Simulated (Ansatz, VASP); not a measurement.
**One calculation of As, two programs**

INCAR

```
SYSTEM = As
  PREC = Accurate
  ENCUT = 400
  EDIFF = 1E-6
  ISMEAR = 0
  SIGMA = 0.04
  LREAL = .FALSE.
  LASPH = .TRUE.
  NELM = 120
  ALGO = Normal
  ISIF = 2
  LWAVE = .FALSE.
  LCHARG = .TRUE.
  LDIPOL = .TRUE.
  IDIPOL = 3
  DIPOL = 0.5 0.5 0.662
  GGA = RE
  IVDW = 12
  LELF = .TRUE.
  LVHAR = .TRUE.
  LVACPOTAV = .TRUE.
  NBANDS = 12
  GGA_COMPAT = .FALSE.
  NELMDL = -8
```

File KPOINTS:

```
Automatic mesh
0
G
  12 12 1
  0 0 0
```

File POSCAR:

```
As
1.0
    3.5650564103      0.0000000000      0.0000000000
   -1.7825282052      3.0874294172      0.0000000000
    0.0000000000      0.0000000000     23.9995303165
As
2
Direct
    0.6666666667      0.3333333333      0.6324046415
    0.3333333333      0.6666666667      0.6912524468
```

Input for Ansatz:

```yaml
crystal:
  lattice:
    - [3.5650564103, 0.0, 0.0]
    - [-1.7825282052, 3.0874294172, 0.0]
    - [0.0, 0.0, 23.9995303165]
  atoms:
    - { symbol: As, position: [0.6666666667, 0.3333333333, 0.6324046415] }
    - { symbol: As, position: [0.3333333333, 0.6666666667, 0.6912524468] }
basis:
  ecutwfc: 420
kpoints:
  mp_grid: { grid: [12, 12, 1] }
hamiltonian:
  xc: revpbe
  dispersion: d3bj
  pseudopotentials: { kind: paw, azcp: { folder: soft_1 } }
scf:
  occupations: { method: gaussian, width: 0.04 }
  n_extra_bands: 6
  max_iter: 160
output:
  forces: true
  eigenvalues: true
  write_density: true
  write_potential: true
  elf: true
  volumetric_format: npy
efield:
  axis: 3
  dipole_correction: true
```

Alike in both runs: task single point; functional revPBE; dispersion D3(BJ); k mesh 12 × 12 × 1; occupations gaussian, width 0.04 eV; no spin polarisation.

|  | VASP | Ansatz |
| --- | --- | --- |
| version | VASP 6.6.1 | Ansatz 0.2.0 |
| potentials or method | VASP PAW PBE potentials, release 64 (As), cutoff 400 eV | scalar-relativistic, plane waves, PAW |
| valence electrons in the cell | 10 | 30 |

Ansatz gave:

```
gap on the k mesh at the Fermi level (eV) : 1.52
least direct gap on the mesh (eV)         : 2.11
rms of the force components (eV/Å)        : 0.058
```

**Question.** Which values does VASP return?

**Answer.** gap on the k mesh at the Fermi level (eV): 1.53; least direct gap on the mesh (eV): 2.09; rms of the force components (eV/Å): 0.013.

VASP's potentials were made for PBE, not for revPBE. Atom by atom the forces differ by 0.045 eV/Å (rms over components). VASP's potentials hold 10 valence electrons a cell and Ansatz's 30, so a difference there can come from the potentials and not from the codes. Ansatz's warnings: xc potential rough in thin density.
